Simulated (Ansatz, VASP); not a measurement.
**One calculation of Pt, two programs**

```
Pt
1.0
    -1.66088    1.58514    1.58514
     1.58514   -1.66088    1.58514
     1.58514    1.58514   -1.66088
Pt
1
Direct
  0.00000 0.00000 0.00000
```

Alike in both runs: task single point; functional PBE; k mesh 24 × 24 × 24; occupations gaussian, width 0.15 eV; no spin polarisation.

```csv
,VASP,Ansatz
version,VASP 6.6.1,Ansatz 0.2.0
potentials or method,"VASP PAW PBE potentials, release 64 (Pt), cutoff 520 eV","scalar-relativistic, plane waves, PAW"
valence electrons in the cell,10,18
```

```csv
,VASP,Ansatz,Ansatz less VASP
gap on the k mesh at the Fermi level (eV),none,none,-
pressure (GPa),0.7,1.1,+0.46
"traceless stress, the component that is largest in VASP (GPa)",8.73,8.82,+0.087
```

A gap of «none» marks a metal or a gap that the smearing closes. VASP's potentials hold 10 valence electrons a cell and Ansatz's 18, so a difference there can come from the potentials and not from the codes.

Neither program's run includes spin-orbit coupling.
